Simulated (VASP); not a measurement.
# Cd5Se3S2 (R3m) in VASP: single point with PBE

Aim: the single point of Cd5Se3S2 with PBE.

Everything below comes from runs of VASP 6.6.1. Logs are shortened: lines on timing, memory, paths and dates and some standing lists are left out, and cuts for length are marked.

**1. The cell of the first run**

Symmetry: R3m, No. 160, trigonal system. Conventional cell: a = 4.302 Å, b = 4.302 Å, c = 52.783 Å, α = 90.00°, β = 90.00°, γ = 120.00°. Within 3.4 Å of Cd (site symmetry 3m) lie 3 S at 2.60 Å and 1 Se at 2.68 Å. Cd (site symmetry 3m) has 4 Se at 2.66 to 2.68 Å within 3.5 Å. Within 3.4 Å of Cd (site symmetry 3m) lie 1 S at 2.57 Å and 3 Se at 2.66 Å. Cd (site symmetry 3m) has 3 S at 2.60 Å and 1 Se at 2.68 Å within 3.4 Å. Cd (site symmetry 3m) has 1 S at 2.57 Å and 3 Se at 2.66 Å within 3.4 Å. Within 3.5 Å of Se (site symmetry 3m) lie 4 Cd at 2.66 to 2.68 Å. Se (site symmetry 3m) has 4 Cd at 2.66 to 2.68 Å within 3.5 Å. Within 3.5 Å of Se (site symmetry 3m) lie 4 Cd at 2.66 to 2.68 Å.

**2. Single point, PBE**

The input, INCAR:

```
PREC = Accurate
ENCUT = 500
EDIFF = 1E-6
ISMEAR = 0
SIGMA = 0.1
LREAL = F
LASPH = T
NELM = 120
ALGO = Normal
ISIF = 2
LWAVE = F
LCHARG = F
GGA = PE
NBANDS = 56
GGA_COMPAT = F
```

The input, KPOINTS:

```
regular mesh
0
Gamma
  6 6 6
```

The input, POSCAR:

```
Cd5Se3S2
1.0
   -2.1512471067      3.7260692884      0.0000000000
   -4.3024942134      0.0000000000      0.0000000000
   -2.1512471067      1.2420230961     17.5942782000
Cd Se S
5 3 2
Direct
    0.9978690000      0.9978690000      0.0063930000
    0.4000690000      0.4000690000      0.7997930000
    0.8021920000      0.8021920000      0.5934240000
    0.1989310000      0.1989310000      0.4032070000
    0.6011390000      0.6011390000      0.1965830000
    0.0486970000      0.0486970000      0.8539090000
    0.4507730000      0.4507730000      0.6476810000
    0.2497450000      0.2497450000      0.2507650000
    0.8508200000      0.8508200000      0.4475400000
    0.6497640000      0.6497640000      0.0507080000
```

Potentials or basis: VASP PAW PBE potentials, release 64 (Cd, Se, S).

The run is started by

```
$ cat potpaw_PBE.64/Cd/POTCAR potpaw_PBE.64/Se/POTCAR potpaw_PBE.64/S/POTCAR > POTCAR
$ mpirun -np 1 vasp_std > vasp.out
```

OUTCAR:

```text
PREC = Accurate
   ENCUT = 500
   EDIFF = 1E-6
   ISMEAR = 0
   LREAL = F
   LASPH = T
   NELM = 120
   ISIF = 2
   GGA = PE

 ion  position               nearest neighbor table
   1  0.998  0.998  0.006-  10 2.60  10 2.60  10 2.60   6 2.68
   2  0.400  0.400  0.800-   6 2.66   6 2.66   6 2.66   7 2.68
   3  0.802  0.802  0.593-   9 2.57   7 2.66   7 2.66   7 2.66
   4  0.199  0.199  0.403-   9 2.60   9 2.60   9 2.60   8 2.68
   5  0.601  0.601  0.197-  10 2.57   8 2.66   8 2.66   8 2.66
   6  0.049  0.049  0.854-   2 2.66   2 2.66   2 2.66   1 2.68
   7  0.451  0.451  0.648-   3 2.66   3 2.66   3 2.66   2 2.68
   8  0.250  0.250  0.251-   5 2.66   5 2.66   5 2.66   4 2.68
   9  0.851  0.851  0.448-   3 2.57   4 2.60   4 2.60   4 2.60
  10  0.650  0.650  0.051-   5 2.57   1 2.60   1 2.60   1 2.60

  LATTYP: Found a trigonal (rhomboedric) cell.
 ALAT       =    17.7687678488
 COS(alpha) =     0.9706845903

  Lattice vectors:

 A1 = (   0.0000000000,  -2.4840461923,  17.5942782000)
 A2 = (   2.1512471067,   1.2420230961,  17.5942782000)
 A3 = (  -2.1512471067,   1.2420230961,  17.5942782000)

Analysis of symmetry for initial positions (statically):
=====================================================================
 Subroutine PRICEL returns:
 Original cell was already a primitive cell.

 Routine SETGRP: Setting up the symmetry group for a
 trigonal (rhombohedral) supercell.

 Subroutine GETGRP returns: Found  6 space group operations
 (whereof  6 operations were pure point group operations)
 out of a pool of 12 trial point group operations.

The static configuration has the point symmetry C_3v.

Analysis of symmetry for dynamics (positions and initial velocities):
=====================================================================
 Subroutine PRICEL returns:
 Original cell was already a primitive cell.

 Routine SETGRP: Setting up the symmetry group for a
 trigonal (rhombohedral) supercell.

 Subroutine GETGRP returns: Found  6 space group operations
 (whereof  6 operations were pure point group operations)
 out of a pool of 12 trial point group operations.

The dynamic configuration has the point symmetry C_3v.

 Subroutine INISYM returns: Found  6 space group operations
 (whereof  6 operations are pure point group operations),
 and found     1 'primitive' translations

----------------------------------------------------------------------------------------

                                     Primitive cell

  volume of cell :     282.0608

  direct lattice vectors                    reciprocal lattice vectors
    -2.151247107  3.726069288  0.000000000     0.000000000  0.268379336 -0.018945553
    -4.302494213  0.000000000  0.000000000    -0.232423322 -0.134189668 -0.018945553
    -2.151247107  1.242023096 17.594278200     0.000000000  0.000000000  0.056836660

  length of vectors
     4.302494213  4.302494213 17.768767849     0.269047211  0.269047211  0.056836660

  position of ions in fractional coordinates (direct lattice)
     0.997869000  0.997869000  0.006393000
     0.400069000  0.400069000  0.799793000
     0.802192000  0.802192000  0.593424000
     0.198931000  0.198931000  0.403207000
     0.601139000  0.601139000  0.196583000
     0.048697000  0.048697000  0.853909000
     0.450773000  0.450773000  0.647681000
     0.249745000  0.249745000  0.250765000
     0.850820000  0.850820000  0.447540000
     0.649764000  0.649764000  0.050708000

  ion indices of the primitive-cell ions
   primitive index   ion index
                 1           1
                 2           2
                 3           3
                 4           4
                 5           5
                 6           6
                 7           7
                 8           8
                 9           9
                10          10

----------------------------------------------------------------------------------------

 KPOINTS: regular mesh

Automatic generation of k-mesh.
 Grid dimensions read from file:
 generate k-points for:    6    6    6

 Generating k-lattice:

  Cartesian coordinates                     Fractional coordinates (reciprocal lattice)
     0.000000000  0.044729889 -0.003157592     0.166666667  0.000000000  0.000000000
    -0.038737220 -0.022364945 -0.003157592     0.000000000  0.166666667  0.000000000
     0.000000000  0.000000000  0.009472777     0.000000000  0.000000000  0.166666667

  Length of vectors
     0.044841202  0.044841202  0.009472777

  Shift w.r.t. Gamma in fractional coordinates (k-lattice)
     0.000000000  0.000000000  0.000000000

 Subroutine IBZKPT returns following result:
 ===========================================

 Found     32 irreducible k-points:

 Following reciprocal coordinates:
            Coordinates               Weight
  0.000000  0.000000  0.000000      1.000000
  0.166667  0.000000  0.000000      6.000000
  0.333333  0.000000 -0.000000      6.000000
  0.500000  0.000000  0.000000      3.000000
  0.166667  0.166667  0.000000      6.000000
  0.333333  0.166667  0.000000     12.000000
[... 16 lines left out ...]
 -0.166667  0.500000  0.166667     12.000000
 -0.333333 -0.333333  0.166667      6.000000
 [... further k-points ...]
   k-points           NKPTS =     32   k-points in BZ     NKDIM =     32   number of bands    NBANDS=     56
   number of dos      NEDOS =    301   number of ions     NIONS =     10
   total plane-waves  NPLWV = 143360
   dimension x,y,z NGX =    32 NGY =   32 NGZ =  140
   dimension x,y,z NGXF=    64 NGYF=   64 NGZF=  280
   ions per type =               5   3   2
   NGX,Y,Z   is equivalent  to a cutoff of  12.36, 12.36, 13.10 a.u.
   NGXF,Y,Z  is equivalent  to a cutoff of  24.73, 24.73, 26.20 a.u.
 SYSTEM =  unknown system
   PREC   = accura    normal or accurate (medium, high low for compatibility)
   ISTART =      0    job   : 0-new  1-cont  2-samecut
   ICHARG =      2    charge: 1-file 2-atom 10-const
   ISPIN  =      1    spin polarized calculation?
   LNONCOLLINEAR =      F non collinear calculations
   LSORBIT =      F    spin-orbit coupling
   LASPH  =      T    aspherical Exc in radial PAW
   ENCUT  =  500.0 eV  36.75 Ry    6.06 a.u.   7.84  7.84 32.40*2*pi/ulx,y,z
   NELM   =    120;   NELMIN=  2; NELMDL= -5     # of ELM steps
   EDIFF  = 0.1E-05   stopping-criterion for ELM
   LREAL  =      F    real-space projection
   EDIFFG = 0.1E-04   stopping-criterion for IOM
   NSW    =      0    number of steps for IOM
   IBRION =     -1    ionic relax: 0-MD 1-quasi-New 2-CG
   NFREE  =      0    steps in history (QN), initial steepest desc. (CG)
   ISIF   =      2    stress and relaxation
   ISYM   =      2    0-nonsym 1-usesym 2-fastsym
   POTIM  = 0.5000    time-step for ionic-motion
   TEBEG  =    0.0;   TEEND  =   0.0 temperature during run
   PSTRESS=    0.0 pullay stress
   NELECT =      90.0000    total number of electrons
   NUPDOWN=      -1.0000    fix difference up-down
   EMIN   =  10.00;   EMAX   =-10.00  energy-range for DOS
   EFERMI =   0.00;   METHOD = LEGACY
   ISMEAR =     0;   SIGMA  =   0.10  broadening in eV -4-tet -1-fermi 0-gaus
   EFERMI_NEDOS =   21; number of points for ismear=-14 and -15
   IALGO  =     38    algorithm
   IMIX   =      4    mixing-type and parameters
     AMIX     =   0.40;   BMIX     =  1.00
     AMIX_MAG =   1.60;   BMIX_MAG =  1.00
  volume/ion in A,a.u.               =      28.21       190.34
  Fermi-wavevector in a.u.,A,eV,Ry     =   1.118686  2.114010 17.027117  1.251458
  Thomas-Fermi vector in A             =   2.255319
   LORBIT       =      0    0 simple, 1 ext, 2 COOP (PROOUT), +10 PAW based schemes
   GGA     = PE    functional components
   LHFCALC =     F    Hartree Fock is set to
   AEXX    =    0.0000 exact exchange contribution
   IVDW    =     0    specifies the selected vdW correction
   LEPSILON=     F    determine dielectric tensor
   LRPA    =     F    only Hartree local field effects (RPA)
 non-spin polarized calculation
 Gauss-broadening in eV      SIGMA  =   0.10
  energy-cutoff  :      500.00
  volume of cell :      282.06
 maximum number of plane-waves:      7186
   NGX = 15   NGY = 15   NGZ = 65

 number of electron      89.9999995 magnetization

 Free energy of the ion-electron system (eV)
  ---------------------------------------------------
  ext. energy  EPLUGINS =         0.00000000
  ---------------------------------------------------
  free energy    TOTEN  =       -28.70953282 eV

  energy without entropy =      -28.70953245  energy(sigma->0) =      -28.70953264

 E-fermi :   1.0856     XC(G=0):  -8.7522

 val. band max:        0.7837763192   @ k =   0.0000   0.0000   0.0000
 cond. band min:       1.3560999137   @ k =   0.0000   0.0000   0.0000
 fundamental gap:      0.5723235946
 Fermi energy:         1.0855751410

 k-point     1 :       0.0000    0.0000    0.0000
  band No.  band energies     occupation
      1     -11.5438      2.00000
      2     -11.4395      2.00000
      3     -11.4079      2.00000
      4     -11.2313      2.00000
      5     -11.2096      2.00000
      6      -7.0510      2.00000
[... 48 lines left out ...]
     55       6.8537      0.00000
     56       7.1653      0.00000

 k-point     2 :       0.1667    0.0000    0.0000
  band No.  band energies     occupation
      1     -11.4651      2.00000
      2     -11.3781      2.00000
      3     -11.3408      2.00000
      4     -11.1940      2.00000
      5     -11.1694      2.00000
      6      -7.0173      2.00000
[... 48 lines left out ...]
     55       6.7029      0.00000
     56       7.1812      0.00000
[... 1237 lines left out ...]
     55       6.6644      0.00000
     56       7.0351      0.00000

 k-point    24 :      -0.3333   -0.3333    0.1667
  band No.  band energies     occupation
      1     -11.2919      2.00000
      2     -11.2564      2.00000
      3     -11.1968      2.00000
      4     -11.1322      2.00000
      5     -11.0965      2.00000
      6      -6.9702      2.00000
[... 48 lines left out ...]
     55       7.0049      0.00000
     56       7.3227      0.00000

 [... further k-points ...]

------------------------ aborting loop because EDIFF is reached ----------------------------------------

  FORCE on cell =-STRESS in cart. coord.  units (eV):
  Direction    XX          YY          ZZ          XY          YZ          ZX
  --------------------------------------------------------------------------------------
  -------------------------------------------------------------------------------------
  Total        0.4890942      0.4890942      0.4368686      0.0000000     -0.0000000     -0.0000000
  in kB        2.7781802      2.7781802      2.4815257      0.0000000     -0.0000000     -0.0000000
  external PRESSURE =       2.6792954 kB  Pullay stress =       0.0000000 kB

 VOLUME and BASIS-vectors are now :
 -----------------------------------------------------------------------------
  energy-cutoff  :      500.00
  volume of cell :      282.06
      direct lattice vectors                 reciprocal lattice vectors
    -2.151247107  3.726069288  0.000000000     0.000000000  0.268379336 -0.018945553
    -4.302494213  0.000000000  0.000000000    -0.232423322 -0.134189668 -0.018945553
    -2.151247107  1.242023096 17.594278200     0.000000000  0.000000000  0.056836660

 POSITION                                       TOTAL-FORCE (eV/Angst)
 -----------------------------------------------------------------------------------
     -6.45374      3.72607      0.11248         0.000000      0.000000     -0.000880
     -4.30249      2.48405     14.07178        -0.000000      0.000000     -0.002582
     -6.45374      3.72607     10.44087        -0.000000     -0.000000      0.000403
     -2.15125      1.24202      7.09414         0.000000     -0.000000      0.000071
     -4.30249      2.48405      3.45874         0.000000     -0.000000      0.000134
     -2.15125      1.24202     15.02391         0.000000     -0.000000      0.002499
     -4.30249      2.48405     11.39548         0.000000     -0.000000      0.004265
     -2.15125      1.24202      4.41203        -0.000000     -0.000000      0.004373
     -6.45374      3.72607      7.87414        -0.000000      0.000000     -0.004464
     -4.30249      2.48405      0.89217        -0.000000      0.000000     -0.003820
 -----------------------------------------------------------------------------------
    total drift:                               -0.000045      0.000026      0.002366

  FREE ENERGIE OF THE ION-ELECTRON SYSTEM (eV)
  ---------------------------------------------------
  free  energy   TOTEN  =       -28.7095328198 eV

  energy  without entropy=      -28.7095324512  energy(sigma->0) =      -28.70953264
```

Run time: 13 min. Hardware: 1 thread of AMD EPYC 7R13, shared host; peak memory 0.58 GiB.

Results:

```yaml
Free_energy: -28.7095 eV
Pressure: 0.3 GPa
Largest_force: 0.004 eV/Å
Band_gap_on_the_k_mesh: 0.57 eV
```

Forces on the atoms (eV/Å):
```
Cd   0.000  0.000 -0.001
Cd   0.000  0.000 -0.003
Cd   0.000  0.000  0.000
Cd   0.000  0.000  0.000
Cd   0.000  0.000  0.000
Se   0.000  0.000  0.002
Se   0.000  0.000  0.004
Se   0.000  0.000  0.004
S    0.000  0.000 -0.004
S    0.000  0.000 -0.004
```

Levels at points of the mesh, in eV from the valence-band top:
```
           k point  band 42  band 43  band 44  band 45  band 46  band 47  band 48  band 49
(0.00, 0.00, 0.00)    -0.17    -0.15     0.00     0.00     0.57     1.93     2.11     2.46
(0.50, 0.00, 0.00)    -1.21    -1.00    -0.79    -0.72     2.43     3.37     3.44     3.59
(0.50, 0.50, 0.00)    -1.14    -1.10    -0.88    -0.78     2.82     2.86     3.27     3.62
(0.00, 0.00, 0.50)    -0.12    -0.12    -0.02    -0.02     1.26     1.30     2.31     2.45
```
